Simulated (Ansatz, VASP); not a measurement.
# WSe2: VASP beside Ansatz

INCAR

```
PREC = Accurate
ENCUT = 520
EDIFF = 1E-7
ISMEAR = 0
SIGMA = 0.02
LREAL = False
LASPH = True
NELM = 60
ALGO = Normal
ISIF = 2
LWAVE = False
LCHARG = False
GGA = PE
NBANDS = 35
```

KPOINTS

```
Automatic mesh
0
Gamma
  9 9 2
```

Contents of POSCAR:

```
WSe2
1.0
    3.3520935147      0.0000000000      0.0000000000
   -1.6760467574      3.0486767421     -0.1724007130
    0.0000000000     -1.4441111562     23.4449039357
W Se
2 4
Direct
    0.6931799039      0.3675905106      0.1394390556
    0.3255893934      0.6324094894      0.8605609444
    0.3380230384      0.6520837028      0.2136354555
    0.6364731242      0.3156779196      0.9194630201
    0.3207952046      0.6843220804      0.0805369799
    0.6859393356      0.3479162972      0.7863645445
```

Input for Ansatz:

```yaml
crystal:
  lattice:
    - [3.3520935147, 0.0, 0.0]
    - [-1.6760467574, 3.0486767421, -0.172400713]
    - [0.0, -1.4441111562, 23.4449039357]
  atoms:
    - { symbol: W, position: [0.6931799039, 0.3675905106, 0.1394390556] }
    - { symbol: W, position: [0.3255893934, 0.6324094894, 0.8605609444] }
    - { symbol: Se, position: [0.3380230384, 0.6520837028, 0.2136354555] }
    - { symbol: Se, position: [0.6364731242, 0.3156779196, 0.9194630201] }
    - { symbol: Se, position: [0.3207952046, 0.6843220804, 0.0805369799] }
    - { symbol: Se, position: [0.6859393356, 0.3479162972, 0.7863645445] }
basis:
  ecutwfc: 420
kpoints:
  mp_grid: { grid: [9, 9, 2] }
hamiltonian:
  xc: pbe
scf:
  occupations: { method: gaussian, width: 0.02 }
output:
  forces: true
  stress: true
  eigenvalues: true
```

Alike in both runs: task single point; functional PBE; k mesh 9 × 9 × 2; occupations gaussian, width 0.02 eV; no spin polarisation.

|  | VASP | Ansatz |
| --- | --- | --- |
| version | VASP 6.6.1 | Ansatz 0.2.0 |
| potentials or method | VASP PAW PBE potentials, release 64 (W_sv, Se), cutoff 520 eV | scalar-relativistic, plane waves, PAW |
| valence electrons in the cell | 52 | 92 |

```csv
,VASP,Ansatz,Ansatz less VASP
gap on the k mesh at the Fermi level (eV),0.05,0.06,+0.008
least direct gap on the mesh (eV),0.58,0.58,+0.004
rms of the force components (eV/Å),2.126,2.108,-0.0181
```

Atom by atom the forces differ by 0.025 eV/Å (rms over components). VASP's potentials hold 52 valence electrons a cell and Ansatz's 92, so a difference there can come from the potentials and not from the codes.

Spin-orbit coupling is off throughout.
